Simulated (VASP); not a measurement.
A run of VASP 6.6.1 is set up as follows.

POSCAR

```
ZnSe
1.0
    0.0000000000      2.8329303775      2.8329303775
    2.8329303775      0.0000000000      2.8329303775
    2.8329303775      2.8329303775      0.0000000000
Zn Se
1 1
Direct
    0.0000000000      0.0000000000      0.0000000000
    0.7500000000      0.7500000000      0.7500000000
```

File INCAR.step1:

```
ALGO = Normal
EDIFF = 1E-4
ENCUT = 600
GGA = PE
ISMEAR = 0
LASPH = True
LCHARG = False
LREAL = False
LWAVE = True
NELM = 100
PREC = Accurate
SIGMA = 0.01
```

Contents of INCAR.step2:

```
ALGO = Normal
EDIFF = 1E-7
EDIFFG = -0.002
ENCUT = 600
IBRION = 2
ISIF = 3
ISMEAR = 0
ISTART = 1
LASPH = True
LCHARG = False
LMIXTAU = True
LREAL = False
LWAVE = False
METAGGA = R2SCAN
NELM = 100
NSW = 100
PREC = Accurate
PSTRESS = 70.0
SIGMA = 0.01
```

The input KPOINTS:

```
k-points
0
Gamma
  8 8 8
```

Potentials or basis: VASP PAW PBE potentials, release 64 (Zn, Se).

Command:

```bash
$ cat potpaw_PBE.64/Zn/POTCAR potpaw_PBE.64/Se/POTCAR > POTCAR
$ cp INCAR.step1 INCAR
$ mpirun -np 1 vasp_std > vasp.out
$ cp INCAR.step2 INCAR
$ mpirun -np 1 vasp_std > vasp.out
```

(1) Predict the band gap on the k mesh.

(2) What does it give for the relaxed volume?

Answers

(1) 2.26 eV, direct.

(2) 20.84 Å³/atom.

Caveat: the cell is relaxed towards a set pressure, so the enthalpy falls and the energy may rise; the PAW data sets were made with another functional, which shifts forces and pressure a little.
